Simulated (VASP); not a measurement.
Runs of VASP 6.6.1 on Rb. The structure is that of space group I4_1/amd (No. 141), or close to it. The cells are those of the table. 

```csv
level,potentials or basis,cell,further INCAR settings,gap on the mesh (eV),pressure (GPa)
PBE,"VASP PAW PBE potentials, release 64 (Rb_sv)","a = 9.326 Å, angles 150.6, 150.6, 42.1°, 2 atoms",ALGO = Fast; EDIFF = 1e-06; NBANDS = 16,none,0.0
LDA,"VASP PAW LDA potentials, release 64 (Rb_sv)","a = 8.840 Å, angles 149.8, 149.8, 43.2°, 2 atoms",ALGO = Fast; EDIFF = 1e-07; NBANDS = 16,none,(a)
PBE,"VASP PAW PBE potentials, release 64 (Rb_sv)","a = 9.574 Å, angles 152.1, 152.1, 39.9°, 2 atoms",ALGO = Fast; EDIFF = 1e-07; NBANDS = 16,none,0.0
PBE,"VASP PAW PBE potentials, release 64 (Rb_sv)","a = 9.286 Å, angles 151.4, 151.4, 40.9°, 2 atoms",ALGO = Fast; EDIFF = 1e-06; NBANDS = 16,none,0.1
```

Alike in all rows: task single point; no spin polarisation; k mesh 12 × 12 × 12; cutoff (eV) 520; smearing gaussian 0.1 eV.

Problem. Fill in the values left out.

Solution. (a) -0.2.

A k mesh can miss the band edges, and the runs leave out spin-orbit coupling on Rb.

A gap of «none» marks levels without a gap at the run's occupations.
